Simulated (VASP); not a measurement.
Input of a VASP 6.6.1 run:

Contents of INCAR:

```
SYSTEM = Zn
PREC = Accurate
ENCUT = 520
EDIFF = 1E-6
ISMEAR = 0
SIGMA = 0.15
LREAL = .FALSE.
LASPH = .TRUE.
NELM = 100
ALGO = Fast
ISIF = 2
LWAVE = .FALSE.
LCHARG = .FALSE.
GGA = PE
NBANDS = 12
```

File KPOINTS:

```
regular mesh
0
G
  22 22 22
  0 0 0
```

The input POSCAR:

```
Zn
1.0
   -0.4895222809      1.7525645019      1.7525645019
    1.7525645019     -0.4895222809      1.7525645019
    1.7525645019      1.7525645019     -0.4895222809
Zn
1
Direct
    0.0000000000      0.0000000000      0.0000000000
```

Potentials or basis: VASP PAW PBE potentials, release 64 (Zn).

Run with:

```bash
$ cat potpaw_PBE.64/Zn/POTCAR > POTCAR
$ mpirun -np 1 vasp_std > vasp.out
```

Estimate the pressure.

9.5 GPa.

What does it give for the band gap on the k mesh?

Zero (bands 6 and 7 overlap by 5.07 eV).

Stress tensor (GPa, compression positive):
```
9.55 4.06 4.06
4.06 9.55 4.06
4.06 4.06 9.55
```

Caveat: the cell stands under pressure.
